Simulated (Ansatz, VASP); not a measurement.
# Two plane-wave programs on Ni

File INCAR:

```
SYSTEM = Ni
PREC = Accurate
ENCUT = 520
EDIFF = 1E-7
ISMEAR = 0
SIGMA = 0.1
LREAL = .FALSE.
LASPH = .TRUE.
NELM = 80
ALGO = Normal
ISIF = 2
LWAVE = .FALSE.
LCHARG = .TRUE.
GGA = PE
LELF = .TRUE.
LVHAR = .TRUE.
NBANDS = 17
```

File KPOINTS:

```
regular mesh
0
G
  14 14 7
  0 0 0
```

File POSCAR:

```
Ni
1.0
    0.0000000000      1.7689500000      1.7689500000
    1.7689500000      0.0000000000      1.7689500000
    3.5379000000      3.5379000000      0.0000000000
Ni
2
Direct
    0.0000000000      0.0000000000      0.0000000000
    0.0000000000      0.0000000000      0.5000000000
```

Input for Ansatz:

```yaml
crystal:
  lattice:
    - [0.0, 1.76895, 1.76895]
    - [1.76895, 0.0, 1.76895]
    - [3.5379, 3.5379, 0.0]
  atoms:
    - { symbol: Ni, position: [0.0, 0.0, 0.0] }
    - { symbol: Ni, position: [0.0, 0.0, 0.5] }
hamiltonian:
  xc: pbe
  pseudopotentials: { kind: paw }
basis:
  ecutwfc: 420
kpoints:
  mp_grid: { grid: [14, 14, 7] }
scf:
  occupations: { method: gaussian, width: 0.1 }
  lower_state_search: "off"
output:
  forces: true
  stress: true
  write_density: true
  write_potential: true
  elf: true
  volumetric_format: npy
```

Alike in both runs: task single point; functional PBE; k mesh 14 × 14 × 7; occupations gaussian, width 0.1 eV; no spin polarisation.

|  | VASP | Ansatz |
| --- | --- | --- |
| version | VASP 6.6.1 | Ansatz 0.2.0 |
| potentials or method | VASP PAW PBE potentials, release 64 (Ni), cutoff 520 eV | PAW, plane waves, scalar-relativistic |
| valence electrons in the cell | 20 | 36 |

|  | VASP | Ansatz | Ansatz less VASP |
| --- | --- | --- | --- |
| pressure (GPa) | -4.2 | -4.3 | -0.07 |

VASP's potentials hold 20 valence electrons a cell and Ansatz's 36, so a difference there can come from the potentials and not from the codes.
